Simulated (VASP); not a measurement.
## Al4P: relaxation of cell and atoms with PBE

Al4P:

```
Al P
1.0
    -2.09607    2.09607    4.10415
     2.09607   -2.09607    4.10415
     2.09607    2.09607   -4.10415
Al P
4 1
Direct
  0.23700 0.23700 0.00000
  0.76300 0.76300 0.00000
  0.50000 0.00000 0.50000
  0.00000 0.50000 0.50000
  0.00000 0.00000 0.00000
```

The cell was built from a structure type or drawn by symmetry, and may not be a known phase.

```json
{"Program": "VASP 6.6.1", "Task": "relaxation of cell and atoms", "Functional": "PBE", "Potentials or basis": "VASP PAW PBE potentials, release 64 (Al, P)", "Cutoff": "600 eV", "k mesh": "6 × 6 × 6", "Occupations": "gaussian, width 0.1 eV", "Spin": "no spin polarisation", "Dipole correction": "no", "Further INCAR settings": "ALGO = Normal; EDIFF = 1e-06; IBRION = 2; EDIFFG = -0.04; NSW = 90; ISIF = 3"}
```

* Relaxed volume: 18.69 Å³/atom
* Relaxed cell: a = 5.145 Å, b = 5.145 Å, c = 5.145 Å, α = 121.86°, β = 121.86°, γ = 86.81°
* Space group after relaxing (to 0.1 Å): I4/mmm (No. 139)
* Energy gained by relaxing: 1107.7 meV/atom
* Ionic steps: 16
* Pressure after relaxing: 0.1 GPa
* Largest force after relaxing: 0.034 eV/Å
* Band gap on the k mesh: zero (an odd number of electrons rules out a gap without spin polarisation)

Forces in eV/Å, atoms in the order of the input:
```
Al   0.000  0.000  0.034
Al   0.000  0.000 -0.034
Al   0.000  0.000  0.000
Al   0.000  0.000  0.000
P    0.000  0.000  0.000
```

Stress tensor (GPa, compression positive):
```
 0.15  0.00  0.00
 0.00  0.15  0.00
 0.00  0.00 -0.09
```

Step by step:
| step | energy change (eV) | largest force (eV/Å) | pressure (GPa) | volume (Å³) |
| --- | --- | --- | --- | --- |
| 1 | 0.0000 | 8.4572 | 48.83 | 72.13 |
| 2 | -3.5731 | 0.0715 | -8.38 | 128.18 |
| 3 | -4.6300 | 0.5059 | -0.51 | 100.08 |
| 4 | -4.6304 | 0.5425 | -0.14 | 99.46 |
| 5 | -4.8718 | 0.6188 | -1.86 | 100.18 |
| 6 | -5.0001 | 0.8310 | -2.48 | 100.67 |
| 7 | -4.9844 | 1.7783 | -1.83 | 100.79 |
| 8 | -5.0210 | 1.2127 | -2.34 | 100.87 |
| 9 | -5.2367 | 0.9710 | -0.76 | 96.67 |
| 10 | -5.3077 | 0.6417 | 8.25 | 84.85 |
| 11 | -5.3713 | 0.8781 | 1.56 | 92.21 |
| 12 | -5.4446 | 0.4755 | 4.21 | 88.51 |
| 13 | -5.4853 | 0.7102 | 2.09 | 91.16 |
| 14 | -5.5075 | 0.2201 | 2.70 | 90.19 |
| 15 | -5.5382 | 0.0460 | -0.05 | 93.63 |
| 16 | -5.5383 | 0.0343 | 0.07 | 93.46 |

Final structure:
```yaml
crystal:
  lattice:
    - [-2.50000, 2.50000, 3.73821]
    - [2.50000, -2.50000, 3.73821]
    - [2.50000, 2.50000, -3.73821]
  atoms:
    - { symbol: Al, position: [0.31781, 0.31781, 0.00000] }
    - { symbol: Al, position: [0.68219, 0.68219, 0.00000] }
    - { symbol: Al, position: [0.50000, 0.00000, 0.50000] }
    - { symbol: Al, position: [0.00000, 0.50000, 0.50000] }
    - { symbol: P, position: [0.00000, 0.00000, 0.00000] }
```

Levels at points of the mesh, in eV from the Fermi level:
```csv
k point,band 4,band 5,band 6,band 7,band 8,band 9,band 10,band 11,band 12
"(0.00, 0.00, 0.00)",-4.18,-4.18,-1.98,-0.54,-0.54,-0.27,-0.20,-0.08,0.08
"(0.50, 0.00, 0.00)",-4.24,-4.19,-2.90,-2.62,-2.07,0.48,2.19,2.46,2.61
"(0.50, 0.50, 0.00)",-5.94,-5.61,-3.13,0.49,0.76,0.77,1.84,2.74,3.16
"(0.50, 0.50, 0.50)",-5.19,-5.19,-3.71,0.14,0.35,0.35,2.73,3.46,3.85
```

Run time: 3.9 min on 1 thread of Intel(R) Xeon(R) 6975P-C (Granite Rapids), with other jobs on the host, peak memory 0.25 GiB.

Caveat: the volume moved by over 15 % at a fixed basis, so the end points are rough.
